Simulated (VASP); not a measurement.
# MoS2 (P6_3/mmc) in VASP: single point with LDA+U

Aim: the single point of MoS2 with LDA+U.

Program: VASP 6.6.1. These are calculated values, not measurements. Logs are shortened: lines on timing, memory, paths and dates and some standing lists are left out, and cuts for length are marked.

### 1 The cell of the first run

The structure is hexagonal, space group P6_3/mmc (No. 194). The conventional cell has a = 3.161 Å, b = 3.161 Å, c = 12.295 Å, α = 90.00°, β = 90.00°, γ = 120.00°. Mo (site symmetry -6m2) has 6 S at 2.37 Å and 6 Mo at 3.16 Å within 3.2 Å. S (site symmetry 3m) has 3 Mo at 2.37 Å and 7 S at 3.01 to 3.16 Å within 3.2 Å.

### 2 Single point, LDA+U, collinear spin, zero start

INCAR reads:

```
SYSTEM = MoS2
ALGO     = Normal         ! electronic algorithm
EDIFF    = 1E-7           ! SCF threshold, eV
ENCUT    = 520            ! plane-wave cutoff, eV
ISIF     = 2              ! what is computed and relaxed
ISMEAR   = 0              ! smearing method
ISPIN    = 2              ! spin polarisation
LASPH    = .True.         ! aspherical terms in the spheres
LCHARG   = .False.        ! write CHGCAR
LDAU     = .True.         ! DFT+U
LDAUJ    = 0 0          
LDAUL    = 2 -1           ! shell
LDAUPRINT= 1            
LDAUTYPE = 2            
LDAUU    = 2 0            ! U, eV
LMAXMIX  = 4              ! l up to which the mixer works
LORBIT   = 11             ! projections on sites
LREAL    = .False.        ! projectors in reciprocal space
LWAVE    = .False.        ! write WAVECAR
MAGMOM   = 0 0 0 0 0 0    ! initial moments
NBANDS   = 39             ! bands
NELM     = 150            ! most SCF steps
PREC     = Accurate       ! precision mode
SIGMA    = 0.05           ! smearing width, eV
```

KPOINTS reads:

```
k-points
0
Gamma
  7 7 2
  0 0 0
```

POSCAR reads:

```
MoS2
1.0
    3.1610015200      0.0000000000      0.0000000000
   -1.5805007600      2.7375076200      0.0000000000
    0.0000000000      0.0000000000     12.2949997000
Mo S
2 4
Direct
    0.3333333333      0.6666666667      0.2500000000
    0.6666666667      0.3333333333      0.7500000000
    0.3333333333      0.6666666667      0.6275000000
    0.6666666667      0.3333333333      0.1275000000
    0.3333333333      0.6666666667      0.8725000000
    0.6666666667      0.3333333333      0.3725000000
```

Potentials or basis: VASP PAW LDA potentials, release 64 (Mo_sv, S).

On the command line:

```console
> cat potpaw_LDA.64/Mo_sv/POTCAR potpaw_LDA.64/S/POTCAR > POTCAR
> mpirun -np 1 vasp_std > vasp.out
```

OUTCAR:

```text
SYSTEM = MoS2
   EDIFF = 1E-7
   ENCUT = 520
   ISIF = 2
   ISMEAR = 0
   ISPIN = 2
   LASPH = .True.
   LORBIT = 11
   LREAL = .False.
   NELM = 150
   PREC = Accurate

 ion  position               nearest neighbor table
   1  0.333  0.667  0.250-   4 2.37   6 2.37   4 2.37   6 2.37   4 2.37   6 2.37
   2  0.667  0.333  0.750-   3 2.37   5 2.37   3 2.37   5 2.37   3 2.37   5 2.37
   3  0.333  0.667  0.627-   2 2.37   2 2.37   2 2.37
   4  0.667  0.333  0.127-   1 2.37   1 2.37   1 2.37
   5  0.333  0.667  0.873-   2 2.37   2 2.37   2 2.37
   6  0.667  0.333  0.373-   1 2.37   1 2.37   1 2.37

  LATTYP: Found a hexagonal cell.
 ALAT       =     3.1610015200
 C/A-ratio  =     3.8895899360

  Lattice vectors:

 A1 = (   3.1610015200,   0.0000000000,   0.0000000000)
 A2 = (  -1.5805007600,   2.7375076200,   0.0000000000)
 A3 = (   0.0000000000,   0.0000000000,  12.2949997000)

Analysis of symmetry for initial positions (statically):
=====================================================================
 Subroutine PRICEL returns:
 Original cell was already a primitive cell.

 Routine SETGRP: Setting up the symmetry group for a
 hexagonal supercell.

 Subroutine GETGRP returns: Found 24 space group operations
 (whereof 12 operations were pure point group operations)
 out of a pool of 24 trial point group operations.

The static configuration has the point symmetry D_3d.
 The point group associated with its full space group is D_6h.

Analysis of symmetry for dynamics (positions and initial velocities):
=====================================================================
 Subroutine PRICEL returns:
 Original cell was already a primitive cell.

 Routine SETGRP: Setting up the symmetry group for a
 hexagonal supercell.

 Subroutine GETGRP returns: Found 24 space group operations
 (whereof 12 operations were pure point group operations)
 out of a pool of 24 trial point group operations.

The dynamic configuration has the point symmetry D_3d.
 The point group associated with its full space group is D_6h.

Analysis of structural, dynamic, and magnetic symmetry:
=====================================================================
 Subroutine PRICEL returns:
 Original cell was already a primitive cell.

 Routine SETGRP: Setting up the symmetry group for a
 hexagonal supercell.

 Subroutine GETGRP returns: Found 24 space group operations
 (whereof 12 operations were pure point group operations)
 out of a pool of 24 trial point group operations.

The overall configuration has the point symmetry D_3d.
 The point group associated with its full space group is D_6h.

 Subroutine INISYM returns: Found 24 space group operations
 (whereof 12 operations are pure point group operations),
 and found     1 'primitive' translations

----------------------------------------------------------------------------------------

                                     Primitive cell

  volume of cell :     106.3919

  direct lattice vectors                    reciprocal lattice vectors
     3.161001520  0.000000000  0.000000000     0.316355432  0.182647893  0.000000000
    -1.580500760  2.737507620  0.000000000     0.000000000  0.365295787  0.000000000
     0.000000000  0.000000000 12.294999700     0.000000000  0.000000000  0.081333878

  length of vectors
     3.161001520  3.161001522 12.294999700     0.365295787  0.365295787  0.081333878

  position of ions in fractional coordinates (direct lattice)
     0.333333333  0.666666667  0.250000000
     0.666666667  0.333333333  0.750000000
     0.333333333  0.666666667  0.627500000
     0.666666667  0.333333333  0.127500000
     0.333333333  0.666666667  0.872500000
     0.666666667  0.333333333  0.372500000

  ion indices of the primitive-cell ions
   primitive index   ion index
                 1           1
                 2           2
                 3           3
                 4           4
                 5           5
                 6           6

[... 121 lines left out ...]
  0.4041 -0.0000  0.0000 -0.0000  0.0000
 -0.0000  0.3986  0.0000  0.0000  0.0000
  0.0000  0.0000  0.4294 -0.0000  0.0000
 -0.0000  0.0000 -0.0000  0.3986  0.0000
  0.0000  0.0000  0.0000  0.0000  0.4041

 occupancies and eigenvectors

  o =  0.3986  v =  0.0000 -0.0000  0.0000 -1.0000  0.0000  0.0000  0.0000  0.0000  0.0000  0.0000      0.0000  0.0000  0.0000  0.0000  0.0000  0.0000  0.0000  0.0000  0.0000  0.0000
  o =  0.3986  v =  0.0000 -1.0000 -0.0000  0.0000 -0.0000  0.0000  0.0000  0.0000  0.0000  0.0000      0.0000  0.0000  0.0000  0.0000  0.0000  0.0000  0.0000  0.0000  0.0000  0.0000
  o =  0.3986  v =  0.0000  0.0000  0.0000  0.0000  0.0000  0.0000  0.0000  0.0000 -1.0000  0.0000      0.0000  0.0000  0.0000  0.0000  0.0000  0.0000  0.0000  0.0000  0.0000  0.0000
  o =  0.3986  v =  0.0000  0.0000  0.0000  0.0000  0.0000  0.0000  1.0000  0.0000  0.0000  0.0000      0.0000  0.0000  0.0000  0.0000  0.0000  0.0000  0.0000  0.0000  0.0000  0.0000
  o =  0.4041  v =  0.0000  0.0000  0.0000  0.0000  0.0000  1.0000  0.0000  0.0000  0.0000  0.0000      0.0000  0.0000  0.0000  0.0000  0.0000  0.0000  0.0000  0.0000  0.0000  0.0000
  o =  0.4041  v =  0.0000  0.0000  0.0000  0.0000  0.0000  0.0000  0.0000  0.0000 -0.0000 -1.0000      0.0000  0.0000  0.0000  0.0000  0.0000  0.0000  0.0000  0.0000  0.0000  0.0000
  o =  0.4041  v =  0.0000  0.0000  0.0000 -0.0000 -1.0000  0.0000  0.0000  0.0000  0.0000  0.0000      0.0000  0.0000  0.0000  0.0000  0.0000  0.0000  0.0000  0.0000  0.0000  0.0000
  o =  0.4041  v =  1.0000  0.0000  0.0000  0.0000  0.0000  0.0000  0.0000  0.0000  0.0000  0.0000      0.0000  0.0000  0.0000  0.0000  0.0000  0.0000  0.0000  0.0000  0.0000  0.0000
  o =  0.4294  v =  0.0000  0.0000  0.0000  0.0000  0.0000  0.0000  0.0000 -1.0000  0.0000 -0.0000      0.0000  0.0000  0.0000  0.0000  0.0000  0.0000  0.0000  0.0000  0.0000  0.0000
  o =  0.4294  v =  0.0000 -0.0000  1.0000 -0.0000  0.0000  0.0000  0.0000  0.0000  0.0000  0.0000      0.0000  0.0000  0.0000  0.0000  0.0000  0.0000  0.0000  0.0000  0.0000  0.0000

atom =   2  type =  1  l = 2

 onsite density matrix

spin component  1

  0.4041 -0.0000  0.0000  0.0000  0.0000
 -0.0000  0.3986  0.0000  0.0000  0.0000
  0.0000  0.0000  0.4294 -0.0000  0.0000
  0.0000  0.0000 -0.0000  0.3986 -0.0000
  0.0000  0.0000  0.0000 -0.0000  0.4041

spin component  2

  0.4041  0.0000  0.0000 -0.0000  0.0000
  0.0000  0.3986 -0.0000  0.0000 -0.0000
  0.0000 -0.0000  0.4294  0.0000  0.0000
 -0.0000  0.0000  0.0000  0.3986  0.0000
  0.0000 -0.0000  0.0000  0.0000  0.4041

 occupancies and eigenvectors

  o =  0.3986  v =  0.0000  0.0000 -0.0000 -1.0000  0.0000  0.0000  0.0000  0.0000  0.0000  0.0000      0.0000  0.0000  0.0000  0.0000  0.0000  0.0000  0.0000  0.0000  0.0000  0.0000
  o =  0.3986  v =  0.0000  1.0000 -0.0000  0.0000 -0.0000  0.0000  0.0000  0.0000  0.0000  0.0000      0.0000  0.0000  0.0000  0.0000  0.0000  0.0000  0.0000  0.0000  0.0000  0.0000
  o =  0.3986  v =  0.0000  0.0000  0.0000  0.0000  0.0000  0.0000 -0.0000 -0.0000 -1.0000  0.0000      0.0000  0.0000  0.0000  0.0000  0.0000  0.0000  0.0000  0.0000  0.0000  0.0000
  o =  0.3986  v =  0.0000  0.0000  0.0000  0.0000  0.0000  0.0000 -1.0000 -0.0000  0.0000 -0.0000      0.0000  0.0000  0.0000  0.0000  0.0000  0.0000  0.0000  0.0000  0.0000  0.0000
  o =  0.4041  v =  0.0000  0.0000  0.0000  0.0000  0.0000  0.0000  0.0000  0.0000 -0.0000 -1.0000      0.0000  0.0000  0.0000  0.0000  0.0000  0.0000  0.0000  0.0000  0.0000  0.0000
  o =  0.4041  v =  0.0000  0.0000  0.0000  0.0000  0.0000  1.0000  0.0000  0.0000  0.0000  0.0000      0.0000  0.0000  0.0000  0.0000  0.0000  0.0000  0.0000  0.0000  0.0000  0.0000
  o =  0.4041  v =  0.0000 -0.0000  0.0000 -0.0000 -1.0000  0.0000  0.0000  0.0000  0.0000  0.0000      0.0000  0.0000  0.0000  0.0000  0.0000  0.0000  0.0000  0.0000  0.0000  0.0000
  o =  0.4041  v =  1.0000  0.0000  0.0000  0.0000  0.0000  0.0000  0.0000  0.0000  0.0000  0.0000      0.0000  0.0000  0.0000  0.0000  0.0000  0.0000  0.0000  0.0000  0.0000  0.0000
  o =  0.4294  v =  0.0000  0.0000  0.0000  0.0000  0.0000  0.0000 -0.0000  1.0000 -0.0000  0.0000      0.0000  0.0000  0.0000  0.0000  0.0000  0.0000  0.0000  0.0000  0.0000  0.0000
  o =  0.4294  v =  0.0000 -0.0000 -1.0000  0.0000 -0.0000  0.0000  0.0000  0.0000  0.0000  0.0000      0.0000  0.0000  0.0000  0.0000  0.0000  0.0000  0.0000  0.0000  0.0000  0.0000

 number of electron      51.9999998 magnetization       0.0000000

 Free energy of the ion-electron system (eV)
  ---------------------------------------------------
  ext. energy  EPLUGINS =         0.00000000
  ---------------------------------------------------
  free energy    TOTEN  =       -44.03809059 eV

  energy without entropy =      -44.03809059  energy(sigma->0) =      -44.03809059

 E-fermi :   7.9840     XC(G=0): -11.0910

 val. band max:        7.6386521053   @ k =   0.0000   0.0000   0.0000
 cond. band min:       8.5937481047   @ k =   0.2857   0.2857   0.0000
 fundamental gap:      0.9550959994
 Fermi energy:         7.9840242955

 spin component 1

 k-point     1 :       0.0000    0.0000    0.0000
  band No.  band energies     occupation
      1     -53.8404      1.00000
      2     -53.8404      1.00000
      3     -28.2029      1.00000
      4     -28.2028      1.00000
      5     -27.9845      1.00000
      6     -27.9845      1.00000
[... 645 lines left out ...]
     37      15.1200      0.00000
     38      15.1200      0.00000
 Fermi energy:         7.9840242955

 spin component 2

 k-point     1 :       0.0000    0.0000    0.0000
  band No.  band energies     occupation
      1     -53.8404      1.00000
      2     -53.8404      1.00000
      3     -28.2029      1.00000
      4     -28.2028      1.00000
      5     -27.9845      1.00000
      6     -27.9845      1.00000
[... 645 lines left out ...]
     37      15.1200      0.00000
     38      15.1200      0.00000
 [bands above 38 left out]

------------------------ aborting loop because EDIFF is reached ----------------------------------------

  FORCE on cell =-STRESS in cart. coord.  units (eV):
  Direction    XX          YY          ZZ          XY          YZ          ZX
  --------------------------------------------------------------------------------------
  -------------------------------------------------------------------------------------
  Total        0.0053071      0.0053071      4.5974637      0.0000000     -0.0000000      0.0000000
  in kB        0.0799210      0.0799210     69.2341439      0.0000000     -0.0000000      0.0000000
  external PRESSURE =      23.1313287 kB  Pullay stress =       0.0000000 kB

 VOLUME and BASIS-vectors are now :
 -----------------------------------------------------------------------------
  energy-cutoff  :      520.00
  volume of cell :      106.39
      direct lattice vectors                 reciprocal lattice vectors
     3.161001520  0.000000000  0.000000000     0.316355432  0.182647893  0.000000000
    -1.580500760  2.737507620  0.000000000     0.000000000  0.365295787  0.000000000
     0.000000000  0.000000000 12.294999700     0.000000000  0.000000000  0.081333878

 POSITION                                       TOTAL-FORCE (eV/Angst)
 -----------------------------------------------------------------------------------
     -0.00000      1.82501      3.07375         0.000000     -0.000000     -0.000000
      1.58050      0.91250      9.22125        -0.000000      0.000000     -0.000000
     -0.00000      1.82501      7.71511        -0.000000      0.000000     -0.892891
      1.58050      0.91250      1.56761         0.000000     -0.000000     -0.892891
     -0.00000      1.82501     10.72739        -0.000000      0.000000      0.892891
      1.58050      0.91250      4.57989         0.000000     -0.000000      0.892891
 -----------------------------------------------------------------------------------
    total drift:                               -0.000000      0.000000     -0.000000

  FREE ENERGIE OF THE ION-ELECTRON SYSTEM (eV)
  ---------------------------------------------------
  free  energy   TOTEN  =       -44.0380905909 eV

  energy  without entropy=      -44.0380905909  energy(sigma->0) =      -44.03809059

 total charge

# of ion       s       p       d       tot
------------------------------------------
    1        2.312   6.244   4.010  12.567
    2        2.312   6.244   4.010  12.567
    3        1.361   2.358   0.000   3.719
    4        1.361   2.358   0.000   3.719
    5        1.361   2.358   0.000   3.719
    6        1.361   2.358   0.000   3.719
--------------------------------------------------
tot         10.069  21.920   8.020  40.009

 magnetization (x)

# of ion       s       p       d       tot
------------------------------------------
    1       -0.000  -0.000  -0.000  -0.000
    2       -0.000  -0.000  -0.000  -0.000
    3        0.000   0.000   0.000   0.000
    4        0.000   0.000   0.000   0.000
    5        0.000   0.000   0.000   0.000
    6        0.000   0.000   0.000   0.000
--------------------------------------------------
tot         -0.000   0.000  -0.000  -0.000
```

Run time: 1.7 min. Hardware: 1 thread of Intel Xeon Platinum 8375C at 2.90GHz (Ice Lake), shared host; peak memory 0.25 GiB.

Results:

| Property | Result |
| --- | --- |
| Free energy | -44.0381 eV |
| Pressure | 2.3 GPa |
| Largest force | 0.893 eV/Å |
| Band gap on the k mesh | 0.95 eV (least direct gap 1.98 eV) |
| Net moment | 0.00 μB per cell |
| Valence electrons inside the program's atomic spheres | Mo 12.57; S 3.72 |

Forces in eV/Å, atoms in the order of the input:
```
Mo   0.000  0.000  0.000
Mo   0.000  0.000  0.000
S    0.000  0.000 -0.893
S    0.000  0.000 -0.893
S    0.000  0.000  0.893
S    0.000  0.000  0.893
```

Eigenvalues of the final occupation matrices:
| site | spin | trace | eigenvalues |
| --- | --- | --- | --- |
| site 1 d | 1 | 2.03 | 0.40 0.40 0.40 0.40 0.43 |
| site 1 d | 2 | 2.03 | 0.40 0.40 0.40 0.40 0.43 |
| site 2 d | 1 | 2.03 | 0.40 0.40 0.40 0.40 0.43 |
| site 2 d | 2 | 2.03 | 0.40 0.40 0.40 0.40 0.43 |

Caveat: the stress differs along the axes, from 0 to 7 GPa. A k mesh can miss the band edges.
